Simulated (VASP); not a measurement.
## GaN: single point with LDA

Crystal: GaN.

```
Ga N
1.0
     3.15030    0.00000    0.00000
     0.00000    4.45520    0.00000
     0.00000    0.00000    3.15030
Ga N
2 2
Direct
  0.00000 0.00000 0.00000
  0.50000 0.50000 0.50000
  0.50000 0.25000 0.00000
  0.00000 0.75000 0.50000
```

| Property | Result |
| --- | --- |
| Program | VASP 6.6.1 |
| Task | single point |
| Functional | LDA |
| Potentials or basis | VASP PAW LDA potentials, release 64 (Ga_d, N_h) |
| Cutoff | 1330 eV |
| k mesh | 8 × 6 × 8 |
| Occupations | gaussian, width 0.02 eV |
| Spin | no spin polarisation |
| Dipole correction | no |
| Further INCAR settings | ALGO = Normal; EDIFF = 1e-06; NBANDS = 26 |

```yaml
Pressure: 2.0 GPa
Band_gap_on_the_k_mesh: 1.98 eV
```

Levels at points of the mesh, in eV from the valence-band top:
```csv
k point,band 14,band 15,band 16,band 17,band 18,band 19,band 20,band 21,band 22,band 23
"(0.00, 0.00, 0.00)",-2.86,-2.86,0.00,0.00,0.00,1.98,3.26,6.69,10.33,10.33
"(0.50, 0.00, 0.00)",-5.46,-3.44,-3.44,-1.09,-1.09,6.66,6.66,7.49,7.49,9.54
"(0.00, 0.50, 0.00)",-3.43,-1.57,-1.57,-1.57,-1.57,4.64,4.64,7.46,7.46,11.59
"(0.50, 0.50, 0.00)",-7.35,-1.02,-1.02,-1.02,-1.02,4.79,4.79,8.77,8.77,10.39
"(0.50, 0.00, 0.50)",-6.35,-2.86,-2.86,-2.86,-2.86,3.26,3.26,6.69,6.69,11.75
"(0.50, 0.50, 0.50)",-5.91,-3.90,-3.90,-3.87,-3.87,6.19,6.19,8.59,8.59,10.43
```

Wall time 3.9 min on 1 thread of Intel(R) Xeon(R) Platinum 8375C CPU @ 2.90GHz (Ice Lake), with other jobs on the host, peak memory 0.38 GiB.
